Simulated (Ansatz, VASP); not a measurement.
# Two plane-wave programs on C

```
C
1.0
     2.58102    0.00000    0.00000
    -1.29051    2.23523    0.00000
     0.00000    0.00000    8.51231
C
8
Direct
  0.99725 0.99450 0.09297
  0.99725 0.99450 0.59297
  0.99725 0.99450 0.40703
  0.99725 0.99450 0.90703
  0.33608 0.67217 0.15553
  0.66942 0.33884 0.65553
  0.33608 0.67217 0.34447
  0.66942 0.33884 0.84447
```

Change from the starting cell: mode 14 frozen in at -0.012 Å, equal normal strain along x, y and z +0.0250.

Alike in both runs: task single point; functional PBE; k mesh 12 × 12 × 4; occupations gaussian, width 0.05 eV; no spin polarisation.

|  | VASP | Ansatz |
| --- | --- | --- |
| version | VASP 6.6.1 | Ansatz 0.2.0 |
| potentials or method | VASP PAW PBE potentials, release 64 (C), cutoff 520 eV | scalar-relativistic, plane waves, PAW |
| valence electrons in the cell | 32 | 32 |

VASP gave:

```
gap on the k mesh at the Fermi level (eV)                     : 4.27
least direct gap on the mesh (eV)                             : 5.01
pressure (GPa)                                                : -27.4
traceless stress, the component that is largest in VASP (GPa) : -0.22
rms of the force components (eV/Å)                            : 0.374
```

Problem. Which values does Ansatz return?

Solution. gap on the k mesh at the Fermi level (eV): 4.28; least direct gap on the mesh (eV): 5.02; pressure (GPa): -27.8; traceless stress, the component that is largest in VASP (GPa): -0.20; rms of the force components (eV/Å): 0.370.

Atom by atom the forces differ by 0.004 eV/Å (rms over components). The functional is the same, so the differences come from potentials, cutoffs and numerics.
